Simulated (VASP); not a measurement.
Crystal: C.

```
CELL_PARAMETERS angstrom
2.25945 0.00000 0.00000
0.00000 2.25945 0.00000
0.00000 0.00000 2.06606
ATOMIC_POSITIONS crystal
C 0.50000 0.00000 0.99751
C 0.00000 0.50000 0.00249
```

* Program: VASP 6.6.1
* Task: relaxation of cell and atoms
* Functional: PBE
* Potentials or basis: VASP PAW PBE potentials, release 64 (C)
* Cutoff: 600 eV
* k mesh: 8 × 8 × 8
* Occupations: gaussian, width 0.1 eV
* Spin: no spin polarisation

At the start: pressure 58.4 GPa; volume 5.27 Å³/atom.

Task: How do energy, volume and symmetry change on relaxing?

Result: Over 9 steps the energy falls by 159.3 meV/atom and the volume is 5.78 Å³/atom (+9.5 %); space group P4/mmm (No. 123, to 0.05 Å).

Step by step:
| step | energy change (eV) | largest force (eV/Å) | pressure (GPa) | volume (Å³) |
| --- | --- | --- | --- | --- |
| 1 | 0.0000 | 0.1389 | 58.36 | 10.55 |
| 2 | 0.0148 | 0.0334 | -41.57 | 13.72 |
| 3 | -0.2789 | 0.0476 | -4.78 | 11.97 |
| 4 | -0.2789 | 0.0493 | -3.83 | 11.94 |
| 5 | -0.3113 | 0.0054 | -4.25 | 11.77 |
| 6 | -0.2630 | 0.1257 | -0.28 | 11.41 |
| 7 | -0.3170 | 0.0299 | -3.77 | 11.68 |
| 8 | -0.3173 | 0.0002 | 3.64 | 11.44 |
| 9 | -0.3186 | 0.0144 | 0.02 | 11.55 |

Final structure:
```
CELL_PARAMETERS angstrom
2.40089 0.00000 0.00000
0.00000 2.40089 0.00000
0.00000 0.00000 2.00436
ATOMIC_POSITIONS crystal
C 0.50000 0.00000 0.00027
C 0.00000 0.50000 0.99973
```

Caveat: the k points lie up to 0.39 Å⁻¹ apart in the final cell.
